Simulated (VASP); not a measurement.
# GeAs4 (Cmm2) in VASP: a series of runs

Runs on GeAs4. Level: PBE. Tasks: relaxation of cell and atoms, single point.

All numbers are computed with VASP 6.6.1; they aren't measurements. Logs are shortened: lines on timing, memory, paths and dates and some standing lists are left out, and cuts for length are marked.

## (1) The cell of the first run

The structure is orthorhombic, space group Cmm2 (No. 35). Conventional cell: a = 6.139 Å, b = 10.214 Å, c = 4.842 Å, α = 90.00°, β = 90.00°, γ = 90.00°. Ge (site symmetry mm2) has 6 As at 2.52 to 3.27 Å within 3.3 Å. As (site symmetry m) has 2 Ge at 2.56 to 3.27 Å and 4 As at 2.58 to 3.21 Å within 3.4 Å. As (site symmetry m) has 1 Ge at 2.52 Å and 2 As at 2.58 Å within 3.3 Å.

The cell was generated, and may not be a known phase.

## (2) Relaxation of cell and atoms, PBE

INCAR

```
  PREC = Accurate
  ENCUT = 600
  EDIFF = 1E-6
  ISMEAR = 0
  SIGMA = 0.1
  LREAL = False
  LASPH = True
  NELM = 100
  ALGO = Normal
  ISIF = 3
  LWAVE = False
  LCHARG = False
  GGA = PE
  IBRION = 2
  NSW = 90
  EDIFFG = -0.04
```

KPOINTS

```
regular mesh
0
Gamma
  4 4 4
```

POSCAR

```
GeAs4
1.0
    3.0692535079     -5.1070881728      0.0000000000
    3.0692535079      5.1070881728      0.0000000000
    0.0000000000      0.0000000000      4.8417073476
Ge As
1 4
Direct
    0.5000000000      0.5000000000      0.1571579686
    0.2389076780      0.2389076780      0.7460313393
    0.7610923220      0.7610923220      0.7460313393
    0.3299464078      0.6700535922      0.5328402164
    0.6700535922      0.3299464078      0.5328402164
```

Potentials or basis: VASP PAW PBE potentials, release 64 (Ge_d, As).

On the command line:

```console
> cat potpaw_PBE.64/Ge_d/POTCAR potpaw_PBE.64/As/POTCAR > POTCAR
> mpirun -np 1 vasp_std > vasp.out
```

OUTCAR:

```text
PREC = Accurate
   ENCUT = 600
   EDIFF = 1E-6
   ISMEAR = 0
   LREAL = False
   LASPH = True
   NELM = 100
   ISIF = 3
   GGA = PE
   IBRION = 2
   NSW = 90
   EDIFFG = -0.04

 ion  position               nearest neighbor table
   1  0.500  0.500  0.157-   4 2.52   5 2.52   2 2.56   3 2.56
   2  0.239  0.239  0.746-   1 2.56   4 2.58   5 2.58
   3  0.761  0.761  0.746-   1 2.56   4 2.58   5 2.58
   4  0.330  0.670  0.533-   1 2.52   2 2.58   3 2.58
   5  0.670  0.330  0.533-   1 2.52   2 2.58   3 2.58

  LATTYP: Found a base centered orthorhombic cell.
 ALAT       =     6.1385070158
 B/A-ratio  =     1.6639512375
 C/A-ratio  =     0.7887434738

  Lattice vectors:

 A1 = (   3.0692535079,  -5.1070881728,   0.0000000000)
 A2 = (   3.0692535079,   5.1070881728,   0.0000000000)
 A3 = (   0.0000000000,   0.0000000000,   4.8417073476)

Analysis of symmetry for initial positions (statically):
=====================================================================
 Subroutine PRICEL returns:
 Original cell was already a primitive cell.

 Routine SETGRP: Setting up the symmetry group for a
 base centered orthorhombic supercell.

 Subroutine GETGRP returns: Found  4 space group operations
 (whereof  4 operations were pure point group operations)
 out of a pool of  8 trial point group operations.

The static configuration has the point symmetry C_2v.

Analysis of symmetry for dynamics (positions and initial velocities):
=====================================================================
 Subroutine PRICEL returns:
 Original cell was already a primitive cell.

 Routine SETGRP: Setting up the symmetry group for a
 base centered orthorhombic supercell.

 Subroutine GETGRP returns: Found  4 space group operations
 (whereof  4 operations were pure point group operations)
 out of a pool of  8 trial point group operations.

The dynamic configuration has the point symmetry C_2v.

 Subroutine INISYM returns: Found  4 space group operations
 (whereof  4 operations are pure point group operations),
 and found     1 'primitive' translations

----------------------------------------------------------------------------------------

                                     Primitive cell

  volume of cell :     151.7870

  direct lattice vectors                    reciprocal lattice vectors
     3.069253508 -5.107088173  0.000000000     0.162906061 -0.097903146  0.000000000
     3.069253508  5.107088173  0.000000000     0.162906061  0.097903146  0.000000000
     0.000000000  0.000000000  4.841707348     0.000000000  0.000000000  0.206538712

  length of vectors
     5.958411424  5.958411424  4.841707348     0.190061597  0.190061597  0.206538712

  position of ions in fractional coordinates (direct lattice)
     0.500000000  0.500000000  0.157157969
     0.238907678  0.238907678  0.746031339
     0.761092322  0.761092322  0.746031339
     0.329946408  0.670053592  0.532840216
     0.670053592  0.329946408  0.532840216

  ion indices of the primitive-cell ions
   primitive index   ion index
                 1           1
                 2           2
                 3           3
                 4           4
                 5           5

----------------------------------------------------------------------------------------

 KPOINTS: regular mesh

Automatic generation of k-mesh.
 Grid dimensions read from file:
 generate k-points for:    4    4    4

 Generating k-lattice:

  Cartesian coordinates                     Fractional coordinates (reciprocal lattice)
     0.040726515 -0.024475787  0.000000000     0.250000000  0.000000000  0.000000000
     0.040726515  0.024475787  0.000000000     0.000000000  0.250000000  0.000000000
     0.000000000  0.000000000  0.051634678     0.000000000  0.000000000  0.250000000

  Length of vectors
     0.047515399  0.047515399  0.051634678

  Shift w.r.t. Gamma in fractional coordinates (k-lattice)
     0.000000000  0.000000000  0.000000000

 Subroutine IBZKPT returns following result:
 ===========================================

 Found     21 irreducible k-points:

 Following reciprocal coordinates:
            Coordinates               Weight
  0.000000  0.000000  0.000000      1.000000
  0.250000  0.000000  0.000000      4.000000
  0.500000  0.000000  0.000000      2.000000
  0.250000  0.250000  0.000000      2.000000
  0.500000  0.250000  0.000000      4.000000
 -0.250000  0.250000  0.000000      2.000000
[... 13 lines left out ...]
 -0.250000  0.250000  0.500000      2.000000
  0.500000  0.500000  0.500000      1.000000
   k-points           NKPTS =     21   k-points in BZ     NKDIM =     21   number of bands    NBANDS=     21
   number of dos      NEDOS =    301   number of ions     NIONS =      5
   total plane-waves  NPLWV =  92160
   dimension x,y,z NGX =    48 NGY =   48 NGZ =   40
   dimension x,y,z NGXF=    96 NGYF=   96 NGZF=   80
   ions per type =               1   4
   NGX,Y,Z   is equivalent  to a cutoff of  13.39, 13.39, 13.73 a.u.
   NGXF,Y,Z  is equivalent  to a cutoff of  26.79, 26.79, 27.47 a.u.
 SYSTEM =  unknown system
   PREC   = accura    normal or accurate (medium, high low for compatibility)
   ISTART =      0    job   : 0-new  1-cont  2-samecut
   ICHARG =      2    charge: 1-file 2-atom 10-const
   ISPIN  =      1    spin polarized calculation?
   LNONCOLLINEAR =      F non collinear calculations
   LSORBIT =      F    spin-orbit coupling
   LASPH  =      T    aspherical Exc in radial PAW
   ENCUT  =  600.0 eV  44.10 Ry    6.64 a.u.  11.90 11.90  9.67*2*pi/ulx,y,z
   NELM   =    100;   NELMIN=  2; NELMDL= -5     # of ELM steps
   EDIFF  = 0.1E-05   stopping-criterion for ELM
   LREAL  =      F    real-space projection
   EDIFFG = -.4E-01   stopping-criterion for IOM
   NSW    =     90    number of steps for IOM
   IBRION =      2    ionic relax: 0-MD 1-quasi-New 2-CG
   NFREE  =      1    steps in history (QN), initial steepest desc. (CG)
   ISIF   =      3    stress and relaxation
   ISYM   =      2    0-nonsym 1-usesym 2-fastsym
   POTIM  = 0.5000    time-step for ionic-motion
   TEBEG  =    0.0;   TEEND  =   0.0 temperature during run
   PSTRESS=    0.0 pullay stress
   NELECT =      34.0000    total number of electrons
   NUPDOWN=      -1.0000    fix difference up-down
   EMIN   =  10.00;   EMAX   =-10.00  energy-range for DOS
   EFERMI =   0.00;   METHOD = LEGACY
   ISMEAR =     0;   SIGMA  =   0.10  broadening in eV -4-tet -1-fermi 0-gaus
   EFERMI_NEDOS =   21; number of points for ismear=-14 and -15
   IALGO  =     38    algorithm
   IMIX   =      4    mixing-type and parameters
     AMIX     =   0.40;   BMIX     =  1.00
     AMIX_MAG =   1.60;   BMIX_MAG =  1.00
  volume/ion in A,a.u.               =      30.36       204.86
  Fermi-wavevector in a.u.,A,eV,Ry     =   0.994236  1.878834 13.449436  0.988506
  Thomas-Fermi vector in A             =   2.126173
   LORBIT       =      0    0 simple, 1 ext, 2 COOP (PROOUT), +10 PAW based schemes
   GGA     = PE    functional components
   LHFCALC =     F    Hartree Fock is set to
   AEXX    =    0.0000 exact exchange contribution
   IVDW    =     0    specifies the selected vdW correction
   LEPSILON=     F    determine dielectric tensor
   LRPA    =     F    only Hartree local field effects (RPA)
 conjugate gradient relaxation of ions
 non-spin polarized calculation
 Gauss-broadening in eV      SIGMA  =   0.10
  energy-cutoff  :      600.00
  volume of cell :      151.79
 maximum number of plane-waves:      5100
   NGX = 23   NGY = 23   NGZ = 19

--------------------------------------- Ionic step        1  -------------------------------------------

 number of electron      33.9999998 magnetization

 Free energy of the ion-electron system (eV)
  ---------------------------------------------------
  ext. energy  EPLUGINS =         0.00000000
  ---------------------------------------------------
  free energy    TOTEN  =       -21.96012252 eV

  energy without entropy =      -21.95405107  energy(sigma->0) =      -21.95708679

------------------------ aborting loop because EDIFF is reached ----------------------------------------

  FORCE on cell =-STRESS in cart. coord.  units (eV):
  Direction    XX          YY          ZZ          XY          YZ          ZX
  --------------------------------------------------------------------------------------
  -------------------------------------------------------------------------------------
  Total        1.4747753      0.2726175     -1.2708836      0.0000000      0.0000000      0.0000000
  in kB       15.5668873      2.8775949    -13.4147227      0.0000000      0.0000000      0.0000000
  external PRESSURE =       1.6765865 kB  Pullay stress =       0.0000000 kB
[... 98 lines left out ...]
  FREE ENERGIE OF THE ION-ELECTRON SYSTEM (eV)
  ---------------------------------------------------
  free  energy   TOTEN  =       -22.0394012894 eV

  energy  without entropy=      -22.0322744800  energy(sigma->0) =      -22.03583788

[... ionic steps 4 to 18 ...]

--------------------------------------- Ionic step       19  -------------------------------------------

 number of electron      34.0000012 magnetization

------------------------ aborting loop because EDIFF is reached ----------------------------------------

  FORCE on cell =-STRESS in cart. coord.  units (eV):
  Direction    XX          YY          ZZ          XY          YZ          ZX
  --------------------------------------------------------------------------------------
  -------------------------------------------------------------------------------------
  Total       -0.0076097     -0.0363417     -0.1795577      0.0000000      0.0000000      0.0000000
  in kB       -0.0729397     -0.3483376     -1.7210718      0.0000000      0.0000000      0.0000000
  external PRESSURE =      -0.7141164 kB  Pullay stress =       0.0000000 kB
[... 63 lines left out ...]
  energy  without entropy=      -22.1693384329  energy(sigma->0) =      -22.16935292

--------------------------------------- Ionic step       21  -------------------------------------------

 number of electron      34.0000013 magnetization

 Free energy of the ion-electron system (eV)
  ---------------------------------------------------
  ext. energy  EPLUGINS =         0.00000000
  ---------------------------------------------------
  free energy    TOTEN  =       -22.16989986 eV

  energy without entropy =      -22.16988191  energy(sigma->0) =      -22.16989089

 E-fermi :   1.6659     XC(G=0):  -7.6259

 val. band max:        1.4325904947   @ k =  -0.2500   0.2500   0.5000
 cond. band min:       1.8811008316   @ k =   0.0000   0.0000   0.5000
 fundamental gap:      0.4485103369
 Fermi energy:         1.6658917973

 k-point     1 :       0.0000    0.0000    0.0000
  band No.  band energies     occupation
      1     -22.9552      2.00000
      2     -22.9500      2.00000
      3     -22.9472      2.00000
      4     -22.9353      2.00000
      5     -22.9296      2.00000
      6     -12.1303      2.00000
[... 525 lines left out ...]
  FREE ENERGIE OF THE ION-ELECTRON SYSTEM (eV)
  ---------------------------------------------------
  free  energy   TOTEN  =       -22.1698998642 eV

  energy  without entropy=      -22.1698819134  energy(sigma->0) =      -22.16989089

 reached required accuracy - stopping structural energy minimisation
```

Wall time 17 min (1 thread of Intel Xeon Platinum 8259CL at 2.50GHz (Skylake/Cascade Lake), shared host); peak memory 0.35 GiB.

Results:

```
Free energy                           : -22.1699 eV
Relaxed volume                        : 33.46 Å³/atom
Relaxed cell                          : a = 6.185 Å, b = 6.185 Å, c = 4.614 Å, α = 90.00°, β = 90.00°, γ = 108.59°
Space group after relaxing (to 0.1 Å) : Cmm2 (No. 35)
Energy gained by relaxing             : 42.0 meV/atom
Ionic steps                           : 21
Pressure after relaxing               : 0.0 GPa
Largest force after relaxing          : 0.036 eV/Å
Band gap on the k mesh                : 0.45 eV (least direct gap 0.49 eV)
```

Forces in eV/Å, atoms in the order of the input:
```
Ge   0.000  0.000  0.021
As   0.018  0.000 -0.032
As  -0.018  0.000 -0.032
As   0.000 -0.008  0.021
As   0.000  0.008  0.021
```

The path:
| step | energy change (eV) | largest force (eV/Å) | pressure (GPa) | volume (Å³) |
| --- | --- | --- | --- | --- |
| 1 | 0.0000 | 0.1832 | 0.17 | 151.79 |
| 2 | -0.0368 | 0.2089 | -0.03 | 152.46 |
| 3 | -0.0793 | 0.3238 | -0.31 | 153.83 |
| 4 | -0.1065 | 0.1843 | 0.86 | 152.73 |
| 5 | -0.1091 | 0.2518 | 1.59 | 152.08 |
| 6 | -0.1178 | 0.2811 | 1.68 | 152.55 |
| 7 | -0.1363 | 0.4202 | 1.88 | 153.92 |
| 8 | -0.1220 | 0.7921 | 2.44 | 156.50 |
| 9 | -0.1380 | 0.5467 | 2.05 | 154.84 |
| 10 | -0.1677 | 0.3298 | 1.21 | 157.58 |
| 11 | -0.1831 | 0.2770 | 0.05 | 161.66 |
| 12 | -0.1861 | 0.2535 | 0.01 | 161.99 |
| 13 | -0.1933 | 0.1818 | 0.00 | 162.96 |
| 14 | -0.2006 | 0.2182 | -0.06 | 164.91 |
| 15 | -0.2010 | 0.2595 | -0.08 | 165.46 |
| 16 | -0.2052 | 0.1393 | 0.02 | 165.81 |
| 17 | -0.2074 | 0.0723 | 0.17 | 166.29 |
| 18 | -0.2084 | 0.0646 | -0.06 | 167.07 |
| 19 | -0.2084 | 0.0673 | -0.07 | 167.15 |
| 20 | -0.2092 | 0.0505 | -0.02 | 167.21 |
| 21 | -0.2098 | 0.0362 | 0.04 | 167.28 |

Final structure:
```cif
data_structure
_symmetry_space_group_name_H-M 'P 1'
_symmetry_Int_Tables_number 1
_cell_length_a 6.1847
_cell_length_b 6.1847
_cell_length_c 4.6140
_cell_angle_alpha 90.000
_cell_angle_beta 90.000
_cell_angle_gamma 108.592
_cell_volume 167.28
loop_
_atom_site_label
_atom_site_type_symbol
_atom_site_fract_x
_atom_site_fract_y
_atom_site_fract_z
_atom_site_occupancy
Ge1 Ge 0.50000 0.50000 0.14242 1
As1 As 0.26563 0.26563 0.74051 1
As2 As 0.73437 0.73437 0.74051 1
As3 As 0.33171 0.66829 0.54573 1
As4 As 0.66829 0.33171 0.54573 1
```

Levels at points of the mesh, in eV from the valence-band top:
| k point | band 13 | band 14 | band 15 | band 16 | band 17 | band 18 | band 19 | band 20 | band 21 |
| --- | --- | --- | --- | --- | --- | --- | --- | --- | --- |
| (0.00, 0.00, 0.00) | -3.59 | -2.04 | -1.47 | -1.02 | -0.61 | 2.25 | 2.42 | 2.44 | 2.78 |
| (0.50, 0.00, 0.00) | -2.39 | -2.03 | -1.79 | -1.48 | -0.75 | 0.97 | 2.22 | 2.53 | 2.70 |
| (0.50, 0.50, 0.00) | -2.46 | -1.86 | -1.80 | -0.91 | -0.58 | 0.90 | 1.49 | 2.55 | 2.65 |
| (0.00, 0.00, 0.50) | -3.41 | -3.37 | -1.15 | -0.41 | -0.04 | 0.45 | 2.08 | 2.90 | 3.80 |
| (0.50, 0.00, 0.50) | -3.51 | -2.48 | -1.39 | -0.37 | -0.35 | 1.07 | 1.77 | 2.56 | 2.99 |
| (0.50, 0.50, 0.50) | -3.09 | -2.28 | -0.57 | -0.34 | -0.02 | 1.58 | 1.85 | 1.96 | 2.96 |

Caveat: this functional lacks dispersion, which binds layers or chains, so the pressure and a relaxed spacing across them are unreliable. A k mesh can miss the band edges.

[end of part 1 of 2]
